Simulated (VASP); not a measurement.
Wanted: the native input for a VASP 6.6.1 run.

| Property | Result |
| --- | --- |
| Task | single point |
| Functional | PBEsol |
| Dispersion | D3(BJ) |
| Potentials or basis | VASP PAW PBE potentials, release 64 (Hg) |
| Cutoff | 520 eV |
| k mesh | 18 × 18 × 10 |
| Occupations | gaussian, width 0.15 eV |
| Spin | no spin polarisation |
| Dipole correction | no |
| Further INCAR settings | ALGO = Fast; EDIFF = 1e-06; NBANDS = 19 |

The structure of Hg lies in POSCAR:

```
Hg
1.0
    3.1732436244      0.0000000000      0.0000000000
   -1.5866218122      2.7481095911      0.0000000000
    0.0000000000      0.0000000000      5.2942396629
Hg
2
Direct
    0.6666666667      0.3333333333      0.7500000000
    0.3333333333      0.6666666667      0.2500000000
```

These files were run (other wordings do the same):

INCAR

```
ALGO     = Fast           # electronic algorithm
EDIFF    = 1E-6           # SCF threshold, eV
ENCUT    = 520            # plane-wave cutoff, eV
GGA      = PS             # functional
ISIF     = 2              # what is computed and relaxed
ISMEAR   = 0              # smearing method
IVDW     = 12             # dispersion correction
LASPH    = True           # aspherical terms in the spheres
LCHARG   = False          # write CHGCAR
LREAL    = False          # projectors in reciprocal space
LWAVE    = False          # write WAVECAR
NBANDS   = 19             # bands
NELM     = 100            # most SCF steps
PREC     = Accurate       # precision mode
SIGMA    = 0.15           # smearing width, eV
```

KPOINTS

```
k-points
0
Gamma
  18 18 10
```

Potentials or basis: VASP PAW PBE potentials, release 64 (Hg).

Run with:

```bash
$ cat potpaw_PBE.64/Hg/POTCAR > POTCAR
$ mpirun -np 1 vasp_std > vasp.out
```

It gave:

* Pressure: -1.9 GPa
* Band gap on the k mesh: zero (bands 12 and 13 overlap by 1.92 eV)
* Dispersion energy per atom: -0.432 eV

Caveat: the PAW data sets were made with another functional, which shifts forces and pressure a little; spin-orbit coupling is left out, which moves the levels of the heavy elements.

Run time: 39 s on 1 thread of Intel(R) Xeon(R) 6975P-C (Granite Rapids), on a shared host, peak memory 0.28 GiB.
